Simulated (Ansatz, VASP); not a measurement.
## One calculation of Co, two programs

```
Co
1.0
     2.49936    0.00000    0.00000
    -1.24968    2.16451    0.00000
     0.00000    0.00000    8.08288
Co
4
Direct
  0.00000 0.00000 0.00000
  0.00000 0.00000 0.50000
  0.33333 0.66667 0.25000
  0.66667 0.33333 0.75000
```

Alike in both runs: task single point; functional BLYP; k mesh 16 × 16 × 5; occupations fermi-dirac, width 0.05 eV; collinear spin.

|  | VASP | Ansatz |
| --- | --- | --- |
| version | VASP 6.6.1 | Ansatz 0.2.0 |
| potentials or method | VASP PAW PBE potentials, release 64 (Co), cutoff 520 eV | plane waves (420 eV) with PAW, scalar-relativistic |
| valence electrons in the cell | 36 | 68 |

Ansatz gave:

```
pressure (GPa)                                                : 8.0
traceless stress, the component that is largest in VASP (GPa) : 0.63
net moment per atom (μB)                                      : 1.60
size of the moment on the site where the two differ most (μB) : 1.67
```

Task: Which values does VASP return?

Result: Pressure (GPa): 7.6; traceless stress, the component that is largest in VASP (GPa): 0.66; net moment per atom (μB): 1.59; size of the moment on the site where the two differ most (μB): 1.61.

VASP's potentials were made for PBE, not for BLYP. Site moments also hang on the region over which each program counts them. VASP's potentials hold 36 valence electrons a cell and Ansatz's 68, so a difference there can come from the potentials and not from the codes.
